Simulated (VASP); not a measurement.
Here is a VASP 6.6.1 calculation.

Contents of INCAR:

```
ALGO = Normal ; EDIFF = 1E-7
ENCUT = 520 ; GGA = PS
ISIF = 2 ; ISMEAR = -1
LASPH = T ; LCHARG = F
LREAL = F ; LWAVE = F
NBANDS = 12 ; NELM = 80
PREC = Accurate ; SIGMA = 0.05
```

KPOINTS

```
k-points
0
Gamma
  16 16 16
```

The input POSCAR:

```
Ga
1.0
   -1.4997317855      1.4997317855      1.4997317855
    1.4997317855     -1.4997317855      1.4997317855
    1.4997317855      1.4997317855     -1.4997317855
Ga
1
Direct
    0.0000000000      0.0000000000      0.0000000000
```

Potentials or basis: VASP PAW PBE potentials, release 64 (Ga_d).

Run with:

```sh
$ cat potpaw_PBE.64/Ga_d/POTCAR > POTCAR
$ mpirun -np 1 vasp_std > vasp.out
```

Q: What does it give for the pressure?

A: 33.9 GPa.

Caveat: the PAW data sets were made with another functional, which shifts forces and pressure a little.
